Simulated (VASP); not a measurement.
# BN (P6_3mc) in VASP: a series of runs

BN is run at these levels: PBE; tasks: single point.

Program: VASP 6.6.1. These are calculated values, not measurements. Logs are shortened: lines on timing, memory, paths and dates and some standing lists are left out, and cuts for length are marked.

## 1. The cell of the first run

It takes space group P6_3mc (No. 186, hexagonal). Conventional cell: a = 2.758 Å, b = 2.758 Å, c = 3.889 Å, α = 90.00°, β = 90.00°, γ = 120.00°. Within 1.9 Å of B (site symmetry 3m) lie 4 N at 1.46 to 1.67 Å. N (site symmetry 3m) has 4 B at 1.46 to 1.67 Å within 1.9 Å.

## 2. Single point, PBE (strain +0.080 along x and y, -0.080 along z)

File INCAR:

```
SYSTEM = BN
PREC = Accurate ; ENCUT = 520
EDIFF = 1E-7 ; ISMEAR = 0
SIGMA = 0.05 ; LREAL = .FALSE.
LASPH = .TRUE. ; NELM = 80
ALGO = Normal ; ISIF = 2
LWAVE = .FALSE. ; LCHARG = .TRUE.
GGA = PE ; LELF = .TRUE.
LVHAR = .TRUE. ; NBANDS = 16
```

File KPOINTS:

```
regular mesh
0
G
  12 12 6
  0 0 0
```

File POSCAR:

```
BN
1.0
    2.7582547698      0.0000000000      0.0000000000
   -1.3791273849      2.3887187008      0.0000000000
    0.0000000000      0.0000000000      3.8887066000
B N
2 2
Direct
    0.6666666667      0.3333333333      0.9997240000
    0.3333333333      0.6666666667      0.4997240000
    0.6666666667      0.3333333333      0.6252760000
    0.3333333333      0.6666666667      0.1252760000
```

Potentials or basis: VASP PAW PBE potentials, release 64 (B, N).

The run is started by

```console
> cat potpaw_PBE.64/B/POTCAR potpaw_PBE.64/N/POTCAR > POTCAR
> mpirun -np 1 vasp_std > vasp.out
```

OUTCAR:

```text
SYSTEM = BN
   PREC = Accurate
   ENCUT = 520
   EDIFF = 1E-7
   ISMEAR = 0
   LREAL = .FALSE.
   LASPH = .TRUE.
   NELM = 80
   ISIF = 2
   GGA = PE

 ion  position               nearest neighbor table
   1  0.667  0.333  1.000-   3 1.46   4 1.67   4 1.67   4 1.67
   2  0.333  0.667  0.500-   4 1.46   3 1.67   3 1.67   3 1.67
   3  0.667  0.333  0.625-   1 1.46   2 1.67   2 1.67   2 1.67
   4  0.333  0.667  0.125-   2 1.46   1 1.67   1 1.67   1 1.67

  LATTYP: Found a hexagonal cell.
 ALAT       =     2.7582547698
 C/A-ratio  =     1.4098431525

  Lattice vectors:

 A1 = (   2.7582547698,   0.0000000000,   0.0000000000)
 A2 = (  -1.3791273849,   2.3887187008,   0.0000000000)
 A3 = (   0.0000000000,   0.0000000000,   3.8887066000)

Analysis of symmetry for initial positions (statically):
=====================================================================
 Subroutine PRICEL returns:
 Original cell was already a primitive cell.

 Routine SETGRP: Setting up the symmetry group for a
 hexagonal supercell.

 Subroutine GETGRP returns: Found 12 space group operations
 (whereof  6 operations were pure point group operations)
 out of a pool of 24 trial point group operations.

The static configuration has the point symmetry C_3v.
 The point group associated with its full space group is C_6v.

Analysis of symmetry for dynamics (positions and initial velocities):
=====================================================================
 Subroutine PRICEL returns:
 Original cell was already a primitive cell.

 Routine SETGRP: Setting up the symmetry group for a
 hexagonal supercell.

 Subroutine GETGRP returns: Found 12 space group operations
 (whereof  6 operations were pure point group operations)
 out of a pool of 24 trial point group operations.

The dynamic configuration has the point symmetry C_3v.
 The point group associated with its full space group is C_6v.

 Subroutine INISYM returns: Found 12 space group operations
 (whereof  6 operations are pure point group operations),
 and found     1 'primitive' translations

----------------------------------------------------------------------------------------

                                     Primitive cell

  volume of cell :      25.6215

  direct lattice vectors                    reciprocal lattice vectors
     2.758254770  0.000000000  0.000000000     0.362548091  0.209317238  0.000000000
    -1.379127385  2.388718701  0.000000000     0.000000000  0.418634475  0.000000000
     0.000000000  0.000000000  3.888706600     0.000000000  0.000000000  0.257154911

  length of vectors
     2.758254770  2.758254770  3.888706600     0.418634475  0.418634475  0.257154911

  position of ions in fractional coordinates (direct lattice)
     0.666666667  0.333333333  0.999724000
     0.333333333  0.666666667  0.499724000
     0.666666667  0.333333333  0.625276000
     0.333333333  0.666666667  0.125276000

  ion indices of the primitive-cell ions
   primitive index   ion index
                 1           1
                 2           2
                 3           3
                 4           4

----------------------------------------------------------------------------------------

 KPOINTS: regular mesh

Automatic generation of k-mesh.
 Grid dimensions read from file:
 generate k-points for:   12   12    6

 Generating k-lattice:

  Cartesian coordinates                     Fractional coordinates (reciprocal lattice)
     0.030212341  0.017443103  0.000000000     0.083333333 -0.000000000  0.000000000
     0.000000000  0.034886206  0.000000000     0.000000000  0.083333333  0.000000000
     0.000000000  0.000000000  0.042859152     0.000000000  0.000000000  0.166666667

  Length of vectors
     0.034886206  0.034886206  0.042859152

  Shift w.r.t. Gamma in fractional coordinates (k-lattice)
     0.000000000  0.000000000  0.000000000

 Subroutine IBZKPT returns following result:
 ===========================================

 Found     76 irreducible k-points:

 Following reciprocal coordinates:
            Coordinates               Weight
  0.000000  0.000000  0.000000      1.000000
  0.083333  0.000000  0.000000      6.000000
  0.166667  0.000000  0.000000      6.000000
  0.250000  0.000000  0.000000      6.000000
  0.333333  0.000000  0.000000      6.000000
  0.416667  0.000000  0.000000      6.000000
[... 16 lines left out ...]
  0.250000  0.000000  0.166667     12.000000
  0.333333  0.000000  0.166667     12.000000
 [... further k-points ...]
   k-points           NKPTS =     76   k-points in BZ     NKDIM =     76   number of bands    NBANDS=     16
   number of dos      NEDOS =    301   number of ions     NIONS =      4
   total plane-waves  NPLWV =  17280
   dimension x,y,z NGX =    24 NGY =   24 NGZ =   30
   dimension x,y,z NGXF=    48 NGYF=   48 NGZF=   60
   ions per type =               2   2
   NGX,Y,Z   is equivalent  to a cutoff of  14.47, 14.47, 12.83 a.u.
   NGXF,Y,Z  is equivalent  to a cutoff of  28.93, 28.93, 25.65 a.u.
 SYSTEM =  BN
   PREC   = accura    normal or accurate (medium, high low for compatibility)
   ISTART =      0    job   : 0-new  1-cont  2-samecut
   ICHARG =      2    charge: 1-file 2-atom 10-const
   ISPIN  =      1    spin polarized calculation?
   LNONCOLLINEAR =      F non collinear calculations
   LSORBIT =      F    spin-orbit coupling
   LASPH  =      T    aspherical Exc in radial PAW
   ENCUT  =  520.0 eV  38.22 Ry    6.18 a.u.   5.13  5.13  7.23*2*pi/ulx,y,z
   NELM   =     80;   NELMIN=  2; NELMDL= -5     # of ELM steps
   EDIFF  = 0.1E-06   stopping-criterion for ELM
   LREAL  =      F    real-space projection
   EDIFFG = 0.1E-05   stopping-criterion for IOM
   NSW    =      0    number of steps for IOM
   IBRION =     -1    ionic relax: 0-MD 1-quasi-New 2-CG
   NFREE  =      0    steps in history (QN), initial steepest desc. (CG)
   ISIF   =      2    stress and relaxation
   ISYM   =      2    0-nonsym 1-usesym 2-fastsym
   POTIM  = 0.5000    time-step for ionic-motion
   TEBEG  =    0.0;   TEEND  =   0.0 temperature during run
   PSTRESS=    0.0 pullay stress
   NELECT =      16.0000    total number of electrons
   NUPDOWN=      -1.0000    fix difference up-down
   EMIN   =  10.00;   EMAX   =-10.00  energy-range for DOS
   EFERMI =   0.00;   METHOD = LEGACY
   ISMEAR =     0;   SIGMA  =   0.05  broadening in eV -4-tet -1-fermi 0-gaus
   EFERMI_NEDOS =   21; number of points for ismear=-14 and -15
   IALGO  =     38    algorithm
   IMIX   =      4    mixing-type and parameters
     AMIX     =   0.40;   BMIX     =  1.00
     AMIX_MAG =   1.60;   BMIX_MAG =  1.00
  volume/ion in A,a.u.               =       6.41        43.23
  Fermi-wavevector in a.u.,A,eV,Ry     =   1.399308  2.644309 26.641061  1.958063
  Thomas-Fermi vector in A             =   2.522380
   LORBIT       =      0    0 simple, 1 ext, 2 COOP (PROOUT), +10 PAW based schemes
   GGA     = PE    functional components
   LHFCALC =     F    Hartree Fock is set to
   AEXX    =    0.0000 exact exchange contribution
   IVDW    =     0    specifies the selected vdW correction
   LEPSILON=     F    determine dielectric tensor
   LRPA    =     F    only Hartree local field effects (RPA)
 non-spin polarized calculation
 Gauss-broadening in eV      SIGMA  =   0.05
  energy-cutoff  :      520.00
  volume of cell :       25.62
 maximum number of plane-waves:       706
 NGX is ok and might be reduce to    24
   NGX = 11   NGY = 11   NGZ = 15

 number of electron      16.0000003 magnetization

 Free energy of the ion-electron system (eV)
  ---------------------------------------------------
  ext. energy  EPLUGINS =         0.00000000
  ---------------------------------------------------
  free energy    TOTEN  =       -33.56866716 eV

  energy without entropy =      -33.56866716  energy(sigma->0) =      -33.56866716

 E-fermi :   6.8469     XC(G=0): -12.3858

 val. band max:        6.6467254456   @ k =   0.0000   0.0000   0.0000
 cond. band min:      11.3808349283   @ k =   0.5000   0.0000   0.0000
 fundamental gap:      4.7341094828
 Fermi energy:         6.8469270238

 k-point     1 :       0.0000    0.0000    0.0000
  band No.  band energies     occupation
      1     -13.0068      2.00000
      2      -7.9558      2.00000
      3      -3.1233      2.00000
      4       3.4173      2.00000
      5       3.4173      2.00000
      6       6.0863      2.00000
[... 8 lines left out ...]
     15      19.8655      0.00000
     16      23.5570      0.00000

 k-point     2 :       0.0833    0.0000    0.0000
  band No.  band energies     occupation
      1     -12.8824      2.00000
      2      -7.8913      2.00000
      3      -3.0058      2.00000
      4       2.8409      2.00000
      5       3.1885      2.00000
      6       5.7070      2.00000
[... 8 lines left out ...]
     15      19.9304      0.00000
     16      23.2270      0.00000

 k-point     3 :       0.1667    0.0000    0.0000
  band No.  band energies     occupation
      1     -12.5145      2.00000
      2      -7.7230      2.00000
      3      -2.6586      2.00000
      4       1.5030      2.00000
      5       2.6476      2.00000
      6       4.7014      2.00000
[... 8 lines left out ...]
     15      20.1018      0.00000
     16      22.2874      0.00000

 k-point     4 :       0.2500    0.0000    0.0000
  band No.  band energies     occupation
      1     -11.9201      2.00000
      2      -7.5400      2.00000
      3      -2.1028      2.00000
      4       0.0240      2.00000
      5       2.0382      2.00000
      6       3.3947      2.00000
[... 8 lines left out ...]
     15      20.4448      0.00000
     16      21.9966      0.00000
[... 324 lines left out ...]
 k-point    22 :       0.1667    0.0000    0.1667
  band No.  band energies     occupation
      1     -12.3245      2.00000
      2      -8.3963      2.00000
      3      -1.8153      2.00000
      4       1.7639      2.00000
      5       2.8307      2.00000
      6       4.0104      2.00000
[... 8 lines left out ...]
     15      19.7208      0.00000
     16      22.5133      0.00000

 k-point    23 :       0.2500    0.0000    0.1667
  band No.  band energies     occupation
      1     -11.7367      2.00000
      2      -8.0952      2.00000
      3      -1.6658      2.00000
      4       0.5492      2.00000
      5       2.2293      2.00000
      6       2.6179      2.00000
[... 8 lines left out ...]
     15      20.0173      0.00000
     16      22.3328      0.00000

 k-point    24 :       0.3333    0.0000    0.1667
  band No.  band energies     occupation
      1     -10.9686      2.00000
      2      -7.8849      2.00000
      3      -2.0238      2.00000
      4       0.1903      2.00000
      5       1.2776      2.00000
      6       1.7197      2.00000
[... 8 lines left out ...]
     15      21.2984      0.00000
     16      22.7372      0.00000

 [... further k-points ...]
[... 5 lines left out ...]
  --------------------------------------------------------------------------------------
  -------------------------------------------------------------------------------------
  Total       -9.0070451     -9.0070451     13.0002139      0.0000000      0.0000000      0.0000000
  in kB     -563.2333388   -563.2333388    812.9362995      0.0000000      0.0000000      0.0000000
  external PRESSURE =    -104.5101261 kB  Pullay stress =       0.0000000 kB

 VOLUME and BASIS-vectors are now :
 -----------------------------------------------------------------------------
  energy-cutoff  :      520.00
  volume of cell :       25.62
      direct lattice vectors                 reciprocal lattice vectors
     2.758254770  0.000000000  0.000000000     0.362548091  0.209317238  0.000000000
    -1.379127385  2.388718701  0.000000000     0.000000000  0.418634475  0.000000000
     0.000000000  0.000000000  3.888706600     0.000000000  0.000000000  0.257154911

 POSITION                                       TOTAL-FORCE (eV/Angst)
 -----------------------------------------------------------------------------------
      1.37913      0.79624      3.88763         0.000000      0.000000      0.925281
     -0.00000      1.59248      1.94328        -0.000000     -0.000000      0.925281
      1.37913      0.79624      2.43151        -0.000000      0.000000     -0.925281
     -0.00000      1.59248      0.48716         0.000000      0.000000     -0.925281
 -----------------------------------------------------------------------------------
    total drift:                                0.000000      0.000000     -0.000326

  FREE ENERGIE OF THE ION-ELECTRON SYSTEM (eV)
  ---------------------------------------------------
  free  energy   TOTEN  =       -33.5686671564 eV

  energy  without entropy=      -33.5686671564  energy(sigma->0) =      -33.56866716
```

Wall time 56 s (1 thread of Intel Xeon 8259CL, shared host); peak memory 0.15 GiB.

What came out:

| Item | Value |
| --- | --- |
| Free energy | -33.5687 eV |
| Pressure | -10.5 GPa |
| Largest force | 0.925 eV/Å |
| Band gap on the k mesh | 4.73 eV, indirect (least direct gap 5.62 eV) |

Forces in eV/Å, atoms in the order of the input:
```
B    0.000  0.000  0.925
B    0.000  0.000  0.925
N    0.000  0.000 -0.925
N    0.000  0.000 -0.925
```

Levels at points of the mesh, in eV from the valence-band top:
| k point | band 5 | band 6 | band 7 | band 8 | band 9 | band 10 | band 11 | band 12 |
| --- | --- | --- | --- | --- | --- | --- | --- | --- |
| (0.00, 0.00, 0.00) | -3.23 | -0.56 | 0.00 | 0.00 | 5.62 | 6.64 | 6.64 | 7.97 |
| (0.50, 0.00, 0.00) | -6.10 | -5.57 | -4.49 | -1.28 | 4.73 | 8.35 | 9.02 | 10.05 |
| (0.00, 0.00, 0.50) | -1.84 | -1.84 | -1.84 | -1.84 | 6.59 | 6.59 | 8.48 | 8.48 |
| (0.50, 0.00, 0.50) | -3.87 | -3.87 | -2.62 | -2.62 | 5.93 | 5.93 | 11.03 | 11.03 |

Caveat: the cell differs from its parent crystal (strain +0.080 along x and y, -0.080 along z).

(Part 1 of 2 ends here.)
